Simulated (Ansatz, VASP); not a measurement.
## One calculation of Mg, two programs

INCAR

```
SYSTEM = Mg
PREC = Accurate ; ENCUT = 600
EDIFF = 1E-6 ; ISMEAR = 0
SIGMA = 0.1 ; LREAL = .FALSE.
LASPH = .TRUE. ; NELM = 120
ALGO = Normal ; ISIF = 2
LWAVE = .FALSE. ; LCHARG = .FALSE.
GGA = PE ; IVDW = 12
NBANDS = 7 ; GGA_COMPAT = .FALSE.
```

The input KPOINTS:

```
Automatic mesh
0
G
  6 6 6
  0 0 0
```

POSCAR

```
Mg
1.0
   -1.8359916300      1.8359916300      1.6794040200
    1.8359916300     -1.8359916300      1.6794040200
    1.8359916300      1.8359916300     -1.6794040200
Mg
1
Direct
    0.0000000000      0.0000000000      0.0000000000
```

Input for Ansatz:

```yaml
crystal:
  lattice:
    - [-1.83599163, 1.83599163, 1.67940402]
    - [1.83599163, -1.83599163, 1.67940402]
    - [1.83599163, 1.83599163, -1.67940402]
  atoms:
    - { symbol: Mg, position: [0.0, 0.0, 0.0] }
basis:
  ecutwfc: 420
kpoints:
  mp_grid: { grid: [6, 6, 6] }
hamiltonian:
  xc: pbe
  dispersion: d3bj
scf:
  occupations: { method: gaussian, width: 0.1 }
  mixing: { beta: 0.87 }
  initial_density: { chi_scale: 0, normalization: atom }
  algorithm: density_mixing
  max_iter: 60
output:
  forces: true
  stress: true
  eigenvalues: true
```

Alike in both runs: task single point; functional PBE; dispersion D3(BJ); k mesh 6 × 6 × 6; occupations gaussian, width 0.1 eV; no spin polarisation.

|  | VASP | Ansatz |
| --- | --- | --- |
| version | VASP 6.6.1 | Ansatz 0.2.0 |
| potentials or method | VASP PAW PBE potentials, release 64 (Mg), cutoff 600 eV | scalar-relativistic, plane waves, PAW |
| valence electrons in the cell | 2 | 10 |

```tsv
	VASP	Ansatz	Ansatz less VASP
gap on the k mesh at the Fermi level (eV)	none	none	-
pressure (GPa)	-1.5	-1.4	+0.12
traceless stress, the component that is largest in VASP (GPa)	2.74	2.75	+0.012
```

A gap of «none» marks a metal or a gap that the smearing closes. VASP's potentials hold 2 valence electrons a cell and Ansatz's 10, so a difference there can come from the potentials and not from the codes.

The k mesh is coarse, so the values compare programs but aren't converged.
